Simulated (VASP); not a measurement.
# Si8NO14 (a cell with a defect) in VASP: single point with LDA

Aim: the single point of Si8NO14 (a cell with a defect) with LDA.

Program: VASP 6.6.1. These are calculated values, not measurements. Logs are shortened: lines on timing, memory, paths and dates and some standing lists are left out, and cuts for length are marked.

### 1 The cell of the first run

The cell holds a defect, 23 atoms: a = 5.896 Å, b = 5.896 Å, c = 5.330 Å, α = 90.00°, β = 90.00°, γ = 90.00°.

### 2 Single point, LDA, collinear spin, zero start

Input file INCAR:

```
ALGO = Normal
EDIFF = 1E-6
ENCUT = 520
GGA = CA
GGA_COMPAT = False
ISIF = 2
ISMEAR = 0
ISPIN = 2
LASPH = True
LCHARG = False
LORBIT = 11
LREAL = False
LWAVE = False
MAGMOM = 0 0 0 0 0 0 0 0 0 0 0 0 0 0 0 0 0 0 0 0 0 0 0
NBANDS = 82
NELM = 200
PREC = Accurate
SIGMA = 0.05
```

Input file KPOINTS:

```
k-points
0
Gamma
  1 1 1
```

Input file POSCAR:

```
Si8NO14
1.0
   -4.1693000000     -4.1693000000      0.0000000000
    4.1693000000     -4.1693000000      0.0000000000
    0.0000000000      0.0000000000      5.3304000000
Si O N
8 14 1
Direct
    0.4997650685      0.4995007555      0.0030470509
   -0.0002343319      0.4995047130      0.2507686102
    0.4997645888      0.4994990766      0.4984897944
   -0.0002363706      0.4996046099      0.7507686102
   -0.0002334924     -0.0004925287      0.0323285307
    0.4997642290     -0.0005058403      0.2507684226
   -0.0002366105     -0.0004846137      0.4692088774
    0.4997649486     -0.0004957667      0.7507684226
    0.1934967501      0.4995066318      0.0040826204
   -0.0002376898      0.2003355479      0.2507650458
    0.8060317080      0.4995087904      0.0040835585
   -0.0002345718      0.7986808337      0.2507721747
    0.1934968700      0.4995024345      0.4974542248
    0.8060314681      0.4995049529      0.4974532868
    0.6895206629     -0.0004990046      0.0125562810
    0.4997621903      0.6908084091      0.2507695483
    0.3100070755     -0.0004966061      0.0125560934
    0.4997644689      0.3081987384      0.2507672970
    0.6895209028     -0.0004946874      0.4889801891
    0.4997636294      0.6932119301      0.7507674846
    0.3100076751     -0.0004931283      0.4889809395
    0.4997656681      0.3057944979      0.7507693606
   -0.0002367304      0.9995063920      0.7507689854
```

Potentials or basis: VASP PAW LDA potentials, release 64 (Si, O, N).

Started as:

```console
cat potpaw_LDA.64/Si/POTCAR potpaw_LDA.64/O/POTCAR potpaw_LDA.64/N/POTCAR > POTCAR
mpirun -np 1 vasp_gam > vasp.out
```

OUTCAR:

```text
EDIFF = 1E-6
   ENCUT = 520
   GGA = CA
   ISIF = 2
   ISMEAR = 0
   ISPIN = 2
   LASPH = True
   LORBIT = 11
   LREAL = False
   NELM = 200
   PREC = Accurate

 ion  position               nearest neighbor table
   1  0.500  0.500  0.003-  18 1.74  16 1.74  22 1.76  20 1.76  11 1.81   9 1.81   3 2.64   3 2.69

   2  1.000  0.500  0.251-  13 1.74   9 1.74  14 1.74  11 1.74  10 1.76  12 1.76   4 2.67   4 2.67

   3  0.500  0.499  0.498-  18 1.74  16 1.74  22 1.76  20 1.76  14 1.81  13 1.81   1 2.64   1 2.69

   4  1.000  0.500  0.751-  11 1.77   9 1.77  14 1.77  13 1.77   2 2.67   2 2.67
   5  1.000  1.000  0.032-  23 1.50  10 1.66  12 1.66  17 1.83  15 1.83   7 2.33   7 3.00
   6  0.500  0.999  0.251-  19 1.69  15 1.69  21 1.69  17 1.69  16 1.82  18 1.82   8 2.67   8 2.67

   7  1.000  1.000  0.469-  23 1.50  10 1.66  12 1.66  19 1.83  21 1.83   5 2.33   5 3.00
   8  0.500  1.000  0.751-  15 1.79  19 1.79  21 1.79  17 1.79  22 1.81  20 1.81   6 2.67   6 2.67

   9  0.193  0.500  0.004-   2 1.74   4 1.77   1 1.81
  10  1.000  0.200  0.251-   7 1.66   5 1.66   2 1.76
  11  0.806  0.500  0.004-   2 1.74   4 1.77   1 1.81
  12  1.000  0.799  0.251-   5 1.66   7 1.66   2 1.76
  13  0.193  0.500  0.497-   2 1.74   4 1.77   3 1.81
  14  0.806  0.500  0.497-   2 1.74   4 1.77   3 1.81
  15  0.690  1.000  0.013-   6 1.69   8 1.79   5 1.83
  16  0.500  0.691  0.251-   3 1.74   1 1.74   6 1.82
  17  0.310  1.000  0.013-   6 1.69   8 1.79   5 1.83
  18  0.500  0.308  0.251-   1 1.74   3 1.74   6 1.82
  19  0.690  1.000  0.489-   6 1.69   8 1.79   7 1.83
  20  0.500  0.693  0.751-   3 1.76   1 1.76   8 1.81
  21  0.310  1.000  0.489-   6 1.69   8 1.79   7 1.83
  22  0.500  0.306  0.751-   1 1.76   3 1.76   8 1.81
  23  1.000  1.000  0.751-   5 1.50   7 1.50

  LATTYP: Found a simple tetragonal cell.
 ALAT       =     5.8962806056
 C/A-ratio  =     0.9040275313

  Lattice vectors:

 A1 = (  -4.1693000000,  -4.1693000000,   0.0000000000)
 A2 = (   4.1693000000,  -4.1693000000,   0.0000000000)
 A3 = (   0.0000000000,   0.0000000000,   5.3304000000)

Analysis of symmetry for initial positions (statically):
=====================================================================
 Subroutine PRICEL returns:
 Original cell was already a primitive cell.

 Routine SETGRP: Setting up the symmetry group for a
 simple tetragonal supercell.

 Subroutine GETGRP returns: Found  4 space group operations
 (whereof  1 operations were pure point group operations)
 out of a pool of 16 trial point group operations.

The static configuration has the point symmetry C_1 .
 The point group associated with its full space group is C_2v.

Analysis of symmetry for dynamics (positions and initial velocities):
=====================================================================
 Subroutine PRICEL returns:
 Original cell was already a primitive cell.

 Routine SETGRP: Setting up the symmetry group for a
 simple tetragonal supercell.

 Subroutine GETGRP returns: Found  4 space group operations
 (whereof  1 operations were pure point group operations)
 out of a pool of 16 trial point group operations.

The dynamic configuration has the point symmetry C_1 .
 The point group associated with its full space group is C_2v.

Analysis of structural, dynamic, and magnetic symmetry:
=====================================================================
 Subroutine PRICEL returns:
 Original cell was already a primitive cell.

 Routine SETGRP: Setting up the symmetry group for a
 simple tetragonal supercell.

 Subroutine GETGRP returns: Found  4 space group operations
 (whereof  1 operations were pure point group operations)
 out of a pool of 16 trial point group operations.

The overall configuration has the point symmetry C_1 .
 The point group associated with its full space group is C_2v.

[... 91 lines left out ...]
 ===========================================

 Found      1 irreducible k-points:

 Following reciprocal coordinates:
            Coordinates               Weight
  0.000000  0.000000  0.000000      1.000000
   k-points           NKPTS =      1   k-points in BZ     NKDIM =      1   number of bands    NBANDS=     82
   number of dos      NEDOS =    301   number of ions     NIONS =     23
   total plane-waves  NPLWV =  92160
   dimension x,y,z NGX =    48 NGY =   48 NGZ =   40
   dimension x,y,z NGXF=    96 NGYF=   96 NGZF=   80
   ions per type =               8  14   1
   NGX,Y,Z   is equivalent  to a cutoff of  13.53, 13.53, 12.48 a.u.
   NGXF,Y,Z  is equivalent  to a cutoff of  27.07, 27.07, 24.95 a.u.
 SYSTEM =  unknown system
   PREC   = accura    normal or accurate (medium, high low for compatibility)
   ISTART =      0    job   : 0-new  1-cont  2-samecut
   ICHARG =      2    charge: 1-file 2-atom 10-const
   ISPIN  =      2    spin polarized calculation?
   LNONCOLLINEAR =      F non collinear calculations
   LSORBIT =      F    spin-orbit coupling
   LASPH  =      T    aspherical Exc in radial PAW
   ENCUT  =  520.0 eV  38.22 Ry    6.18 a.u.  10.96 10.96  9.91*2*pi/ulx,y,z
   NELM   =    200;   NELMIN=  2; NELMDL= -5     # of ELM steps
   EDIFF  = 0.1E-05   stopping-criterion for ELM
   LREAL  =      F    real-space projection
   EDIFFG = 0.1E-04   stopping-criterion for IOM
   NSW    =      0    number of steps for IOM
   IBRION =     -1    ionic relax: 0-MD 1-quasi-New 2-CG
   NFREE  =      0    steps in history (QN), initial steepest desc. (CG)
   ISIF   =      2    stress and relaxation
   ISYM   =      2    0-nonsym 1-usesym 2-fastsym
   POTIM  = 0.5000    time-step for ionic-motion
   TEBEG  =    0.0;   TEEND  =   0.0 temperature during run
   PSTRESS=    0.0 pullay stress
   NELECT =     121.0000    total number of electrons
   NUPDOWN=      -1.0000    fix difference up-down
   EMIN   =  10.00;   EMAX   =-10.00  energy-range for DOS
   EFERMI =   0.00;   METHOD = LEGACY
   ISMEAR =     0;   SIGMA  =   0.05  broadening in eV -4-tet -1-fermi 0-gaus
   EFERMI_NEDOS =   21; number of points for ismear=-14 and -15
   IALGO  =     38    algorithm
   IMIX   =      4    mixing-type and parameters
     AMIX     =   0.40;   BMIX     =  1.00
     AMIX_MAG =   1.60;   BMIX_MAG =  1.00
  volume/ion in A,a.u.               =       8.06        54.37
  Fermi-wavevector in a.u.,A,eV,Ry     =   1.420249  2.683882 27.444422  2.017108
  Thomas-Fermi vector in A             =   2.541184
   LORBIT       =     11    0 simple, 1 ext, 2 COOP (PROOUT), +10 PAW based schemes
   GGA     = CA    functional components
   LHFCALC =     F    Hartree Fock is set to
   AEXX    =    0.0000 exact exchange contribution
   IVDW    =     0    specifies the selected vdW correction
   LEPSILON=     F    determine dielectric tensor
   LRPA    =     F    only Hartree local field effects (RPA)
 spin polarized calculation
 Gauss-broadening in eV      SIGMA  =   0.05
  energy-cutoff  :      520.00
  volume of cell :      185.32
 maximum number of plane-waves:      2500
 NGX is ok and might be reduce to    42
   NGX = 21   NGY = 21   NGZ = 19

 number of electron     120.9999948 magnetization       0.9995272

 Free energy of the ion-electron system (eV)
  ---------------------------------------------------
  ext. energy  EPLUGINS =         0.00000000
  ---------------------------------------------------
  free energy    TOTEN  =      -188.58866693 eV

  energy without entropy =     -188.58866693  energy(sigma->0) =     -188.58866693

 E-fermi :  10.6482     XC(G=0): -12.4816

 val. band max:       10.3564800444   @ k =   0.0000   0.0000   0.0000
 cond. band min:      11.0390418743   @ k =   0.0000   0.0000   0.0000
 fundamental gap:      0.6825618299
 Fermi energy:        10.6481939455

 spin component 1

 k-point     1 :       0.0000    0.0000    0.0000
  band No.  band energies     occupation
      1     -14.9634      1.00000
      2     -13.5638      1.00000
      3     -12.8270      1.00000
      4     -12.5511      1.00000
      5     -12.0028      1.00000
      6     -11.6321      1.00000
[... 64 lines left out ...]
     71      17.1046      0.00000
     72      17.2617      0.00000
 Fermi energy:        10.6481939455

 spin component 2

 k-point     1 :       0.0000    0.0000    0.0000
  band No.  band energies     occupation
      1     -14.9365      1.00000
      2     -13.5438      1.00000
      3     -12.7745      1.00000
      4     -12.5406      1.00000
      5     -11.9059      1.00000
      6     -11.6240      1.00000
[... 64 lines left out ...]
     71      17.2263      0.00000
     72      17.2985      0.00000
 [bands above 72 left out]

------------------------ aborting loop because EDIFF is reached ----------------------------------------

  FORCE on cell =-STRESS in cart. coord.  units (eV):
  Direction    XX          YY          ZZ          XY          YZ          ZX
  --------------------------------------------------------------------------------------
  -------------------------------------------------------------------------------------
  Total        7.3730555      7.3730555     46.2570536      0.3398719      0.0000000      0.0000000
  in kB       63.7443946     63.7443946    399.9193904      2.9383921      0.0000000      0.0000000
  external PRESSURE =     175.8027265 kB  Pullay stress =       0.0000000 kB

 VOLUME and BASIS-vectors are now :
 -----------------------------------------------------------------------------
  energy-cutoff  :      520.00
  volume of cell :      185.32
      direct lattice vectors                 reciprocal lattice vectors
    -4.169300000 -4.169300000  0.000000000    -0.119924208 -0.119924208  0.000000000
     4.169300000 -4.169300000  0.000000000     0.119924208 -0.119924208  0.000000000
     0.000000000  0.000000000  5.330400000     0.000000000  0.000000000  0.187603182

 POSITION                                       TOTAL-FORCE (eV/Angst)
 -----------------------------------------------------------------------------------
     -0.00110     -4.16624      0.01624         0.000207     -0.000207     -0.026562
     -2.08574     -6.25091      1.33670        -0.000142      0.000142     -0.000000
     -0.00111     -4.16623      2.65715         0.000207     -0.000207      0.026562
     -2.08531     -6.25132      4.00190         0.000551     -0.000551     -0.000000
     -0.00108     -8.33557      0.17232        -0.000272      0.000272     -0.131203
      2.08352     -6.25086      1.33670         0.000462     -0.000462     -0.000000
[... 15 lines left out ...]
     -0.80872     -3.35862      4.00190        -0.020540      0.020540     -0.000000
     -0.00107     -8.33556      4.00190         0.000638     -0.000638     -0.000000
 -----------------------------------------------------------------------------------
    total drift:                                0.050526      0.050617      0.043962

  FREE ENERGIE OF THE ION-ELECTRON SYSTEM (eV)
  ---------------------------------------------------
  free  energy   TOTEN  =      -188.5886669300 eV

  energy  without entropy=     -188.5886669300  energy(sigma->0) =     -188.58866693

 total charge

# of ion       s       p       d       tot
------------------------------------------
    1        0.561   0.944   0.000   1.505
    2        0.569   0.958   0.000   1.527
    3        0.561   0.944   0.000   1.505
    4        0.737   0.744   0.000   1.481
    5        0.657   1.116   0.000   1.773
    6        0.588   1.045   0.000   1.633
[... 15 lines left out ...]
   22        1.530   3.684   0.000   5.213
   23        1.268   2.851   0.000   4.119
--------------------------------------------------
tot         27.708  62.360   0.000  90.069

 magnetization (x)

# of ion       s       p       d       tot
------------------------------------------
    1        0.002  -0.001   0.000   0.002
    2        0.003  -0.001   0.000   0.002
    3        0.002  -0.001   0.000   0.002
    4        0.204   0.017   0.000   0.221
    5        0.001   0.000   0.000   0.001
    6        0.001  -0.000   0.000   0.001
[... 15 lines left out ...]
   22        0.001  -0.001   0.000   0.000
   23        0.021  -0.016   0.000   0.005
--------------------------------------------------
tot          0.335   0.144   0.000   0.479
```

It took 32 s on 1 thread of Intel Xeon Platinum 8559C (Emerald Rapids), shared host; peak memory 0.25 GiB.

Results:

- Free energy: -188.5887 eV
- Pressure: 17.6 GPa
- Largest force: 0.131 eV/Å
- Net moment: 1.00 μB per cell
- Site moments: Si +0.00, +0.22 (each value once); O +0.06, +0.01, +0.00 (each value once); N +0.01 μB
- Valence electrons inside the program's atomic spheres: Si 1.50, 1.53, 1.48, 1.77, 1.63, 1.43 (each value once); O 5.22, 5.30, 5.24, 5.21 (each value once); N 4.12

Forces in eV/Å, atoms in the order of the input:
```
Si   0.000  0.000 -0.027
Si   0.000  0.000  0.000
Si   0.000  0.000  0.027
Si   0.001 -0.001  0.000
Si   0.000  0.000 -0.131
Si   0.000  0.000  0.000
Si   0.000  0.000  0.131
Si   0.000  0.000  0.000
O   -0.025 -0.025  0.014
O    0.036 -0.036  0.000
O    0.025  0.025  0.014
O   -0.036  0.036  0.000
O   -0.025 -0.025 -0.014
O    0.025  0.025 -0.014
O   -0.032 -0.032 -0.009
O    0.035 -0.035  0.000
O    0.032  0.032 -0.009
O   -0.035  0.035  0.000
O   -0.032 -0.032  0.009
O    0.021 -0.021  0.000
O    0.032  0.032  0.009
O   -0.021  0.021  0.000
N    0.001 -0.001  0.000
```

Stress tensor (GPa, compression positive):
```
 6.37  0.29  0.00
 0.29  6.37  0.00
 0.00  0.00 39.99
```

Caveat: the k points lie up to 1.18 Å⁻¹ apart.
